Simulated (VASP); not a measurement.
# Sb (P4/mmm) in VASP: single point with PBE

Aim: the single point of Sb with PBE.

Everything below comes from runs of VASP 6.6.1. Logs are shortened: lines on timing, memory, paths and dates and some standing lists are left out, and cuts for length are marked.

**1. The cell of the first run**

Symmetry: P4/mmm, No. 123, tetragonal system. Conventional cell: a = 3.109 Å, b = 3.109 Å, c = 3.264 Å, α = 90.00°, β = 90.00°, γ = 90.00°. Within 4.1 Å of Sb (site symmetry 4/mmm) lie 6 Sb at 3.11 to 3.26 Å.

**2. Single point, PBE**

INCAR reads:

```
  PREC = Accurate
  ENCUT = 520
  EDIFF = 1E-7
  ISMEAR = 0
  SIGMA = 0.15
  LREAL = False
  LASPH = True
  NELM = 60
  ALGO = Normal
  ISIF = 2
  LWAVE = False
  LCHARG = False
  GGA = PE
  NBANDS = 8
```

KPOINTS reads:

```
regular mesh
0
Gamma
  16 16 16
```

POSCAR reads:

```
Sb
1.0
    3.1090233439      0.0000000000      0.0000000000
    0.0000000000      3.1090233439      0.0000000000
    0.0000000000      0.0000000000      3.2644745111
Sb
1
Direct
    0.0000000000      0.0000000000      0.0000000000
```

Potentials or basis: VASP PAW PBE potentials, release 64 (Sb).

The run is started by

```
cat potpaw_PBE.64/Sb/POTCAR > POTCAR
mpirun -np 1 vasp_std > vasp.out
```

OUTCAR:

```text
PREC = Accurate
   ENCUT = 520
   EDIFF = 1E-7
   ISMEAR = 0
   LREAL = False
   LASPH = True
   NELM = 60
   ISIF = 2
   GGA = PE

 ion  position               nearest neighbor table
   1  0.000  0.000  0.000-

  LATTYP: Found a simple tetragonal cell.
 ALAT       =     3.1090233439
 C/A-ratio  =     1.0500000000

  Lattice vectors:

 A1 = (   3.1090233439,   0.0000000000,   0.0000000000)
 A2 = (   0.0000000000,   3.1090233439,   0.0000000000)
 A3 = (   0.0000000000,   0.0000000000,   3.2644745111)

Analysis of symmetry for initial positions (statically):
=====================================================================
 Subroutine PRICEL returns:
 Original cell was already a primitive cell.

 Routine SETGRP: Setting up the symmetry group for a
 simple tetragonal supercell.

 Subroutine GETGRP returns: Found 16 space group operations
 (whereof 16 operations were pure point group operations)
 out of a pool of 16 trial point group operations.

The static configuration has the point symmetry D_4h.

Analysis of symmetry for dynamics (positions and initial velocities):
=====================================================================
 Subroutine PRICEL returns:
 Original cell was already a primitive cell.

 Routine SETGRP: Setting up the symmetry group for a
 simple tetragonal supercell.

 Subroutine GETGRP returns: Found 16 space group operations
 (whereof 16 operations were pure point group operations)
 out of a pool of 16 trial point group operations.

The dynamic configuration has the point symmetry D_4h.

 Subroutine INISYM returns: Found 16 space group operations
 (whereof 16 operations are pure point group operations),
 and found     1 'primitive' translations

----------------------------------------------------------------------------------------

                                     Primitive cell

  volume of cell :      31.5545

  direct lattice vectors                    reciprocal lattice vectors
     3.109023344  0.000000000  0.000000000     0.321644417  0.000000000  0.000000000
     0.000000000  3.109023344  0.000000000     0.000000000  0.321644417  0.000000000
     0.000000000  0.000000000  3.264474511     0.000000000  0.000000000  0.306328016

  length of vectors
     3.109023344  3.109023344  3.264474511     0.321644417  0.321644417  0.306328016

  position of ions in fractional coordinates (direct lattice)
     0.000000000  0.000000000  0.000000000

  ion indices of the primitive-cell ions
   primitive index   ion index
                 1           1

----------------------------------------------------------------------------------------

 KPOINTS: regular mesh

Automatic generation of k-mesh.
 Grid dimensions read from file:
 generate k-points for:   16   16   16

 Generating k-lattice:

  Cartesian coordinates                     Fractional coordinates (reciprocal lattice)
     0.020102776  0.000000000  0.000000000     0.062500000  0.000000000  0.000000000
     0.000000000  0.020102776  0.000000000     0.000000000  0.062500000  0.000000000
     0.000000000  0.000000000  0.019145501     0.000000000  0.000000000  0.062500000

  Length of vectors
     0.020102776  0.020102776  0.019145501

  Shift w.r.t. Gamma in fractional coordinates (k-lattice)
     0.000000000  0.000000000  0.000000000

 Subroutine IBZKPT returns following result:
 ===========================================

 Found    405 irreducible k-points:

 Following reciprocal coordinates:
            Coordinates               Weight
  0.000000  0.000000  0.000000      1.000000
  0.062500  0.000000  0.000000      4.000000
  0.125000  0.000000  0.000000      4.000000
  0.187500  0.000000  0.000000      4.000000
  0.250000  0.000000  0.000000      4.000000
  0.312500  0.000000  0.000000      4.000000
[... 16 lines left out ...]
  0.437500  0.125000  0.000000      8.000000
  0.500000  0.125000  0.000000      4.000000
 [... further k-points ...]
   k-points           NKPTS =    405   k-points in BZ     NKDIM =    405   number of bands    NBANDS=      8
   number of dos      NEDOS =    301   number of ions     NIONS =      1
   total plane-waves  NPLWV =  13824
   dimension x,y,z NGX =    24 NGY =   24 NGZ =   24
   dimension x,y,z NGXF=    48 NGYF=   48 NGZF=   48
   ions per type =               1
   NGX,Y,Z   is equivalent  to a cutoff of  12.83, 12.83, 12.22 a.u.
   NGXF,Y,Z  is equivalent  to a cutoff of  25.67, 25.67, 24.44 a.u.
 SYSTEM =  unknown system
   PREC   = accura    normal or accurate (medium, high low for compatibility)
   ISTART =      0    job   : 0-new  1-cont  2-samecut
   ICHARG =      2    charge: 1-file 2-atom 10-const
   ISPIN  =      1    spin polarized calculation?
   LNONCOLLINEAR =      F non collinear calculations
   LSORBIT =      F    spin-orbit coupling
   LASPH  =      T    aspherical Exc in radial PAW
   ENCUT  =  520.0 eV  38.22 Ry    6.18 a.u.   5.78  5.78  6.07*2*pi/ulx,y,z
   NELM   =     60;   NELMIN=  2; NELMDL= -5     # of ELM steps
   EDIFF  = 0.1E-06   stopping-criterion for ELM
   LREAL  =      F    real-space projection
   EDIFFG = 0.1E-05   stopping-criterion for IOM
   NSW    =      0    number of steps for IOM
   IBRION =     -1    ionic relax: 0-MD 1-quasi-New 2-CG
   NFREE  =      0    steps in history (QN), initial steepest desc. (CG)
   ISIF   =      2    stress and relaxation
   ISYM   =      2    0-nonsym 1-usesym 2-fastsym
   POTIM  = 0.5000    time-step for ionic-motion
   TEBEG  =    0.0;   TEEND  =   0.0 temperature during run
   PSTRESS=    0.0 pullay stress
   NELECT =       5.0000    total number of electrons
   NUPDOWN=      -1.0000    fix difference up-down
   EMIN   =  10.00;   EMAX   =-10.00  energy-range for DOS
   EFERMI =   0.00;   METHOD = LEGACY
   ISMEAR =     0;   SIGMA  =   0.15  broadening in eV -4-tet -1-fermi 0-gaus
   EFERMI_NEDOS =   21; number of points for ismear=-14 and -15
   IALGO  =     38    algorithm
   IMIX   =      4    mixing-type and parameters
     AMIX     =   0.40;   BMIX     =  1.00
     AMIX_MAG =   1.60;   BMIX_MAG =  1.00
  volume/ion in A,a.u.               =      31.55       212.94
  Fermi-wavevector in a.u.,A,eV,Ry     =   0.885886  1.674081 10.677766  0.784794
  Thomas-Fermi vector in A             =   2.006979
   LORBIT       =      0    0 simple, 1 ext, 2 COOP (PROOUT), +10 PAW based schemes
   GGA     = PE    functional components
   LHFCALC =     F    Hartree Fock is set to
   AEXX    =    0.0000 exact exchange contribution
   IVDW    =     0    specifies the selected vdW correction
   LEPSILON=     F    determine dielectric tensor
   LRPA    =     F    only Hartree local field effects (RPA)
 non-spin polarized calculation
 Gauss-broadening in eV      SIGMA  =   0.15
  energy-cutoff  :      520.00
  volume of cell :       31.55
 maximum number of plane-waves:       880
 NGX is ok and might be reduce to    24
   NGX = 11   NGY = 11   NGZ = 13

 number of electron       4.9999999 magnetization

 Free energy of the ion-electron system (eV)
  ---------------------------------------------------
  ext. energy  EPLUGINS =         0.00000000
  ---------------------------------------------------
  free energy    TOTEN  =        -4.06680115 eV

  energy without entropy =       -4.05998939  energy(sigma->0) =       -4.06339527

 E-fermi :   6.4505     XC(G=0):  -9.3836

 val. band max:        6.4432806863   @ k =   0.2500   0.0625   0.4375
 cond. band min:       6.4578838579   @ k =   0.5000   0.0000   0.2500
 fundamental gap:      0.0146031716
 Fermi energy:         6.4505377610

 k-point     1 :       0.0000    0.0000    0.0000
  band No.  band energies     occupation
      1      -5.5424      2.00000
      2       8.7358      0.00000
      3       9.9950      0.00000
      4       9.9950      0.00000
      5      12.7806      0.00000
      6      13.6072      0.00000
      7      14.6447      0.00000
      8      23.5604      0.00000

 k-point     2 :       0.0625    0.0000    0.0000
  band No.  band energies     occupation
      1      -5.4859      2.00000
      2       8.7909      0.00000
      3       9.2448      0.00000
      4      10.0509      0.00000
      5      12.8451      0.00000
      6      13.9460      0.00000
      7      15.1596      0.00000
      8      22.8775      0.00000

 k-point     3 :       0.1250    0.0000    0.0000
  band No.  band energies     occupation
      1      -5.3177      2.00000
      2       7.7970      0.00000
      3       8.9531      0.00000
      4      10.2152      0.00000
      5      12.9975      0.00000
      6      14.2456      0.00000
      7      16.6505      0.00000
      8      21.7578      0.00000

 k-point     4 :       0.1875    0.0000    0.0000
  band No.  band energies     occupation
      1      -5.0417      2.00000
      2       6.2548      1.93501
      3       9.2126      0.00000
      4      10.4780      0.00000
      5      13.2388      0.00000
      6      14.5207      0.00000
      7      18.4543      0.00000
      8      20.6079      0.00000

 k-point     5 :       0.2500    0.0000    0.0000
  band No.  band energies     occupation
      1      -4.6669      2.00000
      2       4.7799      2.00000
      3       9.5505      0.00000
      4      10.8202      0.00000
      5      13.5704      0.00000
      6      14.8643      0.00000
      7      19.5110      0.00000
      8      19.9901      0.00000

 k-point     6 :       0.3125    0.0000    0.0000
  band No.  band energies     occupation
      1      -4.2135      2.00000
      2       3.4432      2.00000
      3       9.9344      0.00000
      4      11.2091      0.00000
      5      13.9860      0.00000
      6      15.2900      0.00000
      7      18.5225      0.00000
      8      19.4416      0.00000

 k-point     7 :       0.3750    0.0000    0.0000
  band No.  band energies     occupation
      1      -3.7257      2.00000
      2       2.3125      2.00000
      3      10.3110      0.00000
      4      11.5908      0.00000
      5      14.4649      0.00000
      6      15.7865      0.00000
      7      17.7073      0.00000
      8      18.4942      0.00000

 k-point     8 :       0.4375    0.0000    0.0000
  band No.  band energies     occupation
      1      -3.3032      2.00000
      2       1.4999      2.00000
      3      10.6005      0.00000
      4      11.8846      0.00000
      5      14.9381      0.00000
      6      16.2786      0.00000
      7      17.1522      0.00000
      8      17.8002      0.00000

 k-point     9 :       0.5000    0.0000    0.0000
  band No.  band energies     occupation
      1      -3.1230      2.00000
      2       1.1890      2.00000
      3      10.7118      0.00000
      4      11.9977      0.00000
      5      15.1788      0.00000
      6      16.4944      0.00000
      7      16.9520      0.00000
      8      17.6645      0.00000

 k-point    10 :       0.0625    0.0625    0.0000
  band No.  band energies     occupation
      1      -5.4295      2.00000
      2       8.8460      0.00000
      3       9.2382      0.00000
      4       9.3648      0.00000
      5      12.9190      0.00000
      6      14.5207      0.00000
      7      15.4239      0.00000
      8      22.8341      0.00000
[... 78 lines left out ...]
 k-point    18 :       0.1250    0.1250    0.0000
  band No.  band energies     occupation
      1      -5.0928      2.00000
      2       7.8828      0.00000
      3       8.1567      0.00000
      4       9.1709      0.00000
      5      13.2423      0.00000
      6      16.3423      0.00000
      7      17.0736      0.00000
      8      20.6199      0.00000

 k-point    19 :       0.1875    0.1250    0.0000
  band No.  band energies     occupation
      1      -4.8166      2.00000
      2       6.4633      0.90444
      3       8.3002      0.00000
      4       9.4308      0.00000
      5      13.4894      0.00000
      6      16.8001      0.00000
      7      18.3292      0.00000
      8      19.6621      0.00000

 k-point    20 :       0.2500    0.1250    0.0000
  band No.  band energies     occupation
      1      -4.4416      2.00000
      2       4.9936      2.00000
      3       8.6470      0.00000
      4       9.7694      0.00000
      5      13.8262      0.00000
      6      16.8395      0.00000
      7      18.2346      0.00000
      8      19.6778      0.00000

 k-point    21 :       0.3125    0.1250    0.0000
  band No.  band energies     occupation
      1      -3.9876      2.00000
      2       3.6580      2.00000
      3       9.0573      0.00000
      4      10.1541      0.00000
      5      14.2452      0.00000
      6      16.3335      0.00000
      7      18.0468      0.00000
      8      18.6940      0.00000

 k-point    22 :       0.3750    0.1250    0.0000
  band No.  band energies     occupation
      1      -3.4989      2.00000
      2       2.5270      2.00000
      3       9.4791      0.00000
      4      10.5317      0.00000
      5      14.6958      0.00000
      6      15.6339      0.00000
      7      17.8821      0.00000
      8      17.9561      0.00000

 k-point    23 :       0.4375    0.1250    0.0000
  band No.  band energies     occupation
      1      -3.0752      2.00000
      2       1.7134      2.00000
      3       9.8225      0.00000
      4      10.8220      0.00000
      5      14.7687      0.00000
      6      15.5139      0.00000
      7      17.3287      0.00000
      8      17.4122      0.00000

 k-point    24 :       0.5000    0.1250    0.0000
  band No.  band energies     occupation
      1      -2.8943      2.00000
      2       1.4018      2.00000
      3       9.9608      0.00000
      4      10.9337      0.00000
      5      14.6089      0.00000
      6      15.7740      0.00000
      7      17.0328      0.00000
      8      17.1290      0.00000

 [... further k-points ...]

------------------------ aborting loop because EDIFF is reached ----------------------------------------

  FORCE on cell =-STRESS in cart. coord.  units (eV):
  Direction    XX          YY          ZZ          XY          YZ          ZX
  --------------------------------------------------------------------------------------
  -------------------------------------------------------------------------------------
  Total       -0.1585992     -0.1585992     -1.0006891      0.0000000      0.0000000     -0.0000000
  in kB       -8.0528628     -8.0528628    -50.8099182      0.0000000      0.0000000     -0.0000000
  external PRESSURE =     -22.3052146 kB  Pullay stress =       0.0000000 kB

 VOLUME and BASIS-vectors are now :
 -----------------------------------------------------------------------------
  energy-cutoff  :      520.00
  volume of cell :       31.55
      direct lattice vectors                 reciprocal lattice vectors
     3.109023344  0.000000000  0.000000000     0.321644417  0.000000000  0.000000000
     0.000000000  3.109023344  0.000000000     0.000000000  0.321644417  0.000000000
     0.000000000  0.000000000  3.264474511     0.000000000  0.000000000  0.306328016

 POSITION                                       TOTAL-FORCE (eV/Angst)
 -----------------------------------------------------------------------------------
      0.00000      0.00000      0.00000         0.000000      0.000000      0.000000
 -----------------------------------------------------------------------------------
    total drift:                               -0.000000      0.000000      0.000000

  FREE ENERGIE OF THE ION-ELECTRON SYSTEM (eV)
  ---------------------------------------------------
  free  energy   TOTEN  =        -4.0668011533 eV

  energy  without entropy=       -4.0599893934  energy(sigma->0) =       -4.06339527
```

Wall time 78 s (1 thread of AMD EPYC 7R13, shared host); peak memory 0.19 GiB.

What came out:

```
Free energy            : -4.0668 eV
Pressure               : -2.2 GPa
Band gap on the k mesh : zero (an odd number of electrons rules out a gap without spin polarisation)
```

Caveat: spin-orbit coupling is left out, which moves the levels of the heavy elements.
